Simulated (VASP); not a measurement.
# MgO (Imm2) in VASP: notebook

The runs below take MgO through single point, with PBE.

All numbers are computed with VASP 6.6.1; they aren't measurements. Logs are shortened: lines on timing, memory, paths and dates and some standing lists are left out, and cuts for length are marked.

## 1. The cell of the first run

The structure is orthorhombic, space group Imm2 (No. 44). Conventional cell: a = 3.020 Å, b = 4.270 Å, c = 3.020 Å, α = 90.00°, β = 90.00°, γ = 90.00°. Mg (site symmetry mm2) has 4 O at 1.76 to 2.22 Å within 2.3 Å. Within 2.3 Å of O (site symmetry mm2) lie 4 Mg at 1.76 to 2.22 Å.

## 2. Single point, PBE (atom 2 (O) moved by (-0.600, +0.000) A along [1 1 0] and z)

Contents of INCAR:

```
PREC = Accurate
ENCUT = 520
EDIFF = 1E-6
ISMEAR = 0
SIGMA = 0.05
LREAL = F
LASPH = T
NELM = 80
ALGO = Normal
ISIF = 2
LWAVE = F
LCHARG = F
GGA = PE
NBANDS = 11
```

Contents of KPOINTS:

```
Automatic mesh
0
Gamma
  10 10 10
```

Contents of POSCAR:

```
MgO
1.0
    0.0000000000      2.1351500000      2.1351500000
    2.1351500000      0.0000000000      2.1351500000
    2.1351500000      2.1351500000      0.0000000000
Mg O
1 1
Direct
    0.0000000000      0.0000000000      0.0000000000
    0.5000000000      0.5000000000      0.3012954272
```

Potentials or basis: VASP PAW PBE potentials, release 64 (Mg, O).

On the command line:

```bash
$ cat potpaw_PBE.64/Mg/POTCAR potpaw_PBE.64/O/POTCAR > POTCAR
$ mpirun -np 1 vasp_std > vasp.out
```

OUTCAR:

```text
PREC = Accurate
   ENCUT = 520
   EDIFF = 1E-6
   ISMEAR = 0
   LREAL = F
   LASPH = T
   NELM = 80
   ISIF = 2
   GGA = PE

 ion  position               nearest neighbor table
   1  0.000  0.000  0.000-   2 1.76   2 1.76   2 2.22   2 2.22   2 2.59   2 2.59
   2  0.500  0.500  0.301-   1 1.76   1 1.76   1 2.22   1 2.22   1 2.59   1 2.59

  LATTYP: Found a face centered cubic cell.
 ALAT       =     4.2703000000

  Lattice vectors:

 A1 = (   0.0000000000,   2.1351500000,   2.1351500000)
 A2 = (   2.1351500000,   0.0000000000,   2.1351500000)
 A3 = (   2.1351500000,   2.1351500000,   0.0000000000)

Analysis of symmetry for initial positions (statically):
=====================================================================
 Subroutine PRICEL returns:
 Original cell was already a primitive cell.

 Routine SETGRP: Setting up the symmetry group for a
 face centered cubic supercell.

 Subroutine GETGRP returns: Found  4 space group operations
 (whereof  4 operations were pure point group operations)
 out of a pool of 48 trial point group operations.

The static configuration has the point symmetry C_2v.

Analysis of symmetry for dynamics (positions and initial velocities):
=====================================================================
 Subroutine PRICEL returns:
 Original cell was already a primitive cell.

 Routine SETGRP: Setting up the symmetry group for a
 face centered cubic supercell.

 Subroutine GETGRP returns: Found  4 space group operations
 (whereof  4 operations were pure point group operations)
 out of a pool of 48 trial point group operations.

The dynamic configuration has the point symmetry C_2v.

 Subroutine INISYM returns: Found  4 space group operations
 (whereof  4 operations are pure point group operations),
 and found     1 'primitive' translations

----------------------------------------------------------------------------------------

                                     Primitive cell

  volume of cell :      19.4677

  direct lattice vectors                    reciprocal lattice vectors
     0.000000000  2.135150000  2.135150000    -0.234175585  0.234175585  0.234175585
     2.135150000  0.000000000  2.135150000     0.234175585 -0.234175585  0.234175585
     2.135150000  2.135150000  0.000000000     0.234175585  0.234175585 -0.234175585

  length of vectors
     3.019558088  3.019558088  3.019558088     0.405604011  0.405604011  0.405604011

  position of ions in fractional coordinates (direct lattice)
     0.000000000  0.000000000  0.000000000
     0.500000000  0.500000000  0.301295427

  ion indices of the primitive-cell ions
   primitive index   ion index
                 1           1
                 2           2

----------------------------------------------------------------------------------------

 KPOINTS: Automatic mesh

Automatic generation of k-mesh.
 Grid dimensions read from file:
 generate k-points for:   10   10   10

 Generating k-lattice:

  Cartesian coordinates                     Fractional coordinates (reciprocal lattice)
    -0.023417558  0.023417558  0.023417558     0.100000000  0.000000000  0.000000000
     0.023417558 -0.023417558  0.023417558     0.000000000  0.100000000  0.000000000
     0.023417558  0.023417558 -0.023417558     0.000000000  0.000000000  0.100000000

  Length of vectors
     0.040560401  0.040560401  0.040560401

  Shift w.r.t. Gamma in fractional coordinates (k-lattice)
     0.000000000  0.000000000  0.000000000

 Subroutine IBZKPT returns following result:
 ===========================================

 Found    171 irreducible k-points:

 Following reciprocal coordinates:
            Coordinates               Weight
  0.000000  0.000000  0.000000      1.000000
  0.100000  0.000000  0.000000      4.000000
  0.000000  0.000000  0.100000      4.000000
  0.200000  0.000000  0.000000      4.000000
  0.000000  0.000000  0.200000      4.000000
  0.300000  0.000000  0.000000      4.000000
[... 16 lines left out ...]
  0.000000  0.400000  0.100000      8.000000
  0.100000  0.000000  0.400000      8.000000
 [... further k-points ...]
   k-points           NKPTS =    171   k-points in BZ     NKDIM =    171   number of bands    NBANDS=     11
   number of dos      NEDOS =    301   number of ions     NIONS =      2
   total plane-waves  NPLWV =  13824
   dimension x,y,z NGX =    24 NGY =   24 NGZ =   24
   dimension x,y,z NGXF=    48 NGYF=   48 NGZF=   48
   ions per type =               1   1
   NGX,Y,Z   is equivalent  to a cutoff of  13.21, 13.21, 13.21 a.u.
   NGXF,Y,Z  is equivalent  to a cutoff of  26.43, 26.43, 26.43 a.u.
 SYSTEM =  unknown system
   PREC   = accura    normal or accurate (medium, high low for compatibility)
   ISTART =      0    job   : 0-new  1-cont  2-samecut
   ICHARG =      2    charge: 1-file 2-atom 10-const
   ISPIN  =      1    spin polarized calculation?
   LNONCOLLINEAR =      F non collinear calculations
   LSORBIT =      F    spin-orbit coupling
   LASPH  =      T    aspherical Exc in radial PAW
   ENCUT  =  520.0 eV  38.22 Ry    6.18 a.u.   5.61  5.61  5.61*2*pi/ulx,y,z
   NELM   =     80;   NELMIN=  2; NELMDL= -5     # of ELM steps
   EDIFF  = 0.1E-05   stopping-criterion for ELM
   LREAL  =      F    real-space projection
   EDIFFG = 0.1E-04   stopping-criterion for IOM
   NSW    =      0    number of steps for IOM
   IBRION =     -1    ionic relax: 0-MD 1-quasi-New 2-CG
   NFREE  =      0    steps in history (QN), initial steepest desc. (CG)
   ISIF   =      2    stress and relaxation
   ISYM   =      2    0-nonsym 1-usesym 2-fastsym
   POTIM  = 0.5000    time-step for ionic-motion
   TEBEG  =    0.0;   TEEND  =   0.0 temperature during run
   PSTRESS=    0.0 pullay stress
   NELECT =       8.0000    total number of electrons
   NUPDOWN=      -1.0000    fix difference up-down
   EMIN   =  10.00;   EMAX   =-10.00  energy-range for DOS
   EFERMI =   0.00;   METHOD = LEGACY
   ISMEAR =     0;   SIGMA  =   0.05  broadening in eV -4-tet -1-fermi 0-gaus
   EFERMI_NEDOS =   21; number of points for ismear=-14 and -15
   IALGO  =     38    algorithm
   IMIX   =      4    mixing-type and parameters
     AMIX     =   0.40;   BMIX     =  1.00
     AMIX_MAG =   1.60;   BMIX_MAG =  1.00
  volume/ion in A,a.u.               =       9.73        65.69
  Fermi-wavevector in a.u.,A,eV,Ry     =   1.217119  2.300022 20.155386  1.481379
  Thomas-Fermi vector in A             =   2.352450
   LORBIT       =      0    0 simple, 1 ext, 2 COOP (PROOUT), +10 PAW based schemes
   GGA     = PE    functional components
   LHFCALC =     F    Hartree Fock is set to
   AEXX    =    0.0000 exact exchange contribution
   IVDW    =     0    specifies the selected vdW correction
   LEPSILON=     F    determine dielectric tensor
   LRPA    =     F    only Hartree local field effects (RPA)
 non-spin polarized calculation
 Gauss-broadening in eV      SIGMA  =   0.05
  energy-cutoff  :      520.00
  volume of cell :       19.47
 maximum number of plane-waves:       544
   NGX = 11   NGY = 11   NGZ = 11

 number of electron       8.0000000 magnetization

 Free energy of the ion-electron system (eV)
  ---------------------------------------------------
  ext. energy  EPLUGINS =         0.00000000
  ---------------------------------------------------
  free energy    TOTEN  =       -10.89721078 eV

  energy without entropy =      -10.89721078  energy(sigma->0) =      -10.89721078

 E-fermi :   3.0646     XC(G=0): -10.7669

 val. band max:        2.7300584267   @ k =  -0.1000   0.1000   0.0000
 cond. band min:       6.8602469388   @ k =   0.0000   0.0000   0.0000
 fundamental gap:      4.1301885121
 Fermi energy:         3.0646333829

 k-point     1 :       0.0000    0.0000    0.0000
  band No.  band energies     occupation
      1     -14.3311      2.00000
      2       2.2476      2.00000
      3       2.6516      2.00000
      4       2.6732      2.00000
      5       6.8602      0.00000
      6      18.3444      0.00000
      7      19.8637      0.00000
      8      20.1371      0.00000
      9      21.3134      0.00000
     10      24.2907      0.00000
     11      24.3872      0.00000

 k-point     2 :       0.1000    0.0000    0.0000
  band No.  band energies     occupation
      1     -14.2366      2.00000
      2       1.7510      2.00000
      3       2.5037      2.00000
      4       2.7070      2.00000
      5       7.4293      0.00000
      6      17.1672      0.00000
      7      19.4686      0.00000
      8      20.2635      0.00000
      9      22.3486      0.00000
     10      23.5320      0.00000
     11      24.3979      0.00000

 k-point     3 :       0.0000    0.0000    0.1000
  band No.  band energies     occupation
      1     -14.2388      2.00000
      2       2.0039      2.00000
      3       2.1997      2.00000
      4       2.6553      2.00000
      5       7.5073      0.00000
      6      17.9752      0.00000
      7      18.5189      0.00000
      8      20.0778      0.00000
      9      23.1994      0.00000
     10      23.7044      0.00000
     11      23.9206      0.00000

 k-point     4 :       0.2000    0.0000    0.0000
  band No.  band energies     occupation
      1     -13.9787      2.00000
      2       0.6446      2.00000
      3       2.3829      2.00000
      4       2.6539      2.00000
      5       8.5753      0.00000
      6      15.4330      0.00000
      7      19.4000      0.00000
      8      19.9204      0.00000
      9      22.3798      0.00000
     10      23.1360      0.00000
     11      25.9114      0.00000
[... 239 lines left out ...]
 k-point    22 :       0.4000    0.1000    0.0000
  band No.  band energies     occupation
      1     -13.3797      2.00000
      2      -1.0025      2.00000
      3       1.9471      2.00000
      4       2.3747      2.00000
      5      10.5237      0.00000
      6      13.8403      0.00000
      7      17.0709      0.00000
      8      20.4922      0.00000
      9      22.8552      0.00000
     10      24.4707      0.00000
     11      27.6107      0.00000

 k-point    23 :       0.0000    0.4000    0.1000
  band No.  band energies     occupation
      1     -13.3741      2.00000
      2      -0.9569      2.00000
      3       2.0373      2.00000
      4       2.3285      2.00000
      5      10.3730      0.00000
      6      13.7717      0.00000
      7      17.7030      0.00000
      8      19.4035      0.00000
      9      23.2887      0.00000
     10      24.5373      0.00000
     11      27.1060      0.00000

 k-point    24 :       0.1000    0.0000    0.4000
  band No.  band energies     occupation
      1     -13.3928      2.00000
      2      -0.9315      2.00000
      3       1.7013      2.00000
      4       2.1594      2.00000
      5      10.7278      0.00000
      6      14.2792      0.00000
      7      17.6710      0.00000
      8      20.1036      0.00000
      9      22.7485      0.00000
     10      24.6534      0.00000
     11      26.5736      0.00000

 [... further k-points ...]
[... 5 lines left out ...]
  --------------------------------------------------------------------------------------
  -------------------------------------------------------------------------------------
  Total        5.6627551      5.6627551     -0.8227474     -2.3696021      0.0000000      0.0000000
  in kB      466.0400000    466.0400000    -67.7114215   -195.0162697      0.0000000      0.0000000
  external PRESSURE =     288.1228595 kB  Pullay stress =       0.0000000 kB

 VOLUME and BASIS-vectors are now :
 -----------------------------------------------------------------------------
  energy-cutoff  :      520.00
  volume of cell :       19.47
      direct lattice vectors                 reciprocal lattice vectors
     0.000000000  2.135150000  2.135150000    -0.234175585  0.234175585  0.234175585
     2.135150000  0.000000000  2.135150000     0.234175585 -0.234175585  0.234175585
     2.135150000  2.135150000  0.000000000     0.234175585  0.234175585 -0.234175585

 POSITION                                       TOTAL-FORCE (eV/Angst)
 -----------------------------------------------------------------------------------
      0.00000      0.00000      0.00000        -2.752201     -2.752201      0.000000
      1.71089      1.71089      2.13515         2.752201      2.752201     -0.000000
 -----------------------------------------------------------------------------------
    total drift:                                0.000918      0.000918      0.000001

  FREE ENERGIE OF THE ION-ELECTRON SYSTEM (eV)
  ---------------------------------------------------
  free  energy   TOTEN  =       -10.8972107781 eV

  energy  without entropy=      -10.8972107781  energy(sigma->0) =      -10.89721078
```

It took 33 s on 1 thread of AMD EPYC 7R43 (Zen 3), shared host; peak memory 0.13 GiB.

Results:

```
Free energy            : -10.8972 eV
Pressure               : 28.8 GPa
Largest force          : 3.892 eV/Å
Band gap on the k mesh : 4.13 eV, indirect (least direct gap 4.19 eV)
```

Forces on the atoms (eV/Å):
```
Mg  -2.752 -2.752  0.000
O    2.752  2.752  0.000
```

Stress tensor (GPa, compression positive):
```
 46.60 -19.50   0.00
-19.50  46.60   0.00
  0.00   0.00  -6.77
```

Caveat: the cell differs from its parent crystal (atom 2 (O) moved by (-0.600, +0.000) A along [1 1 0] and z); forces of over 1 eV/Å act on the atoms, so gaps and moduli don't describe the material at rest.

(Part 1 of 2 ends here.)
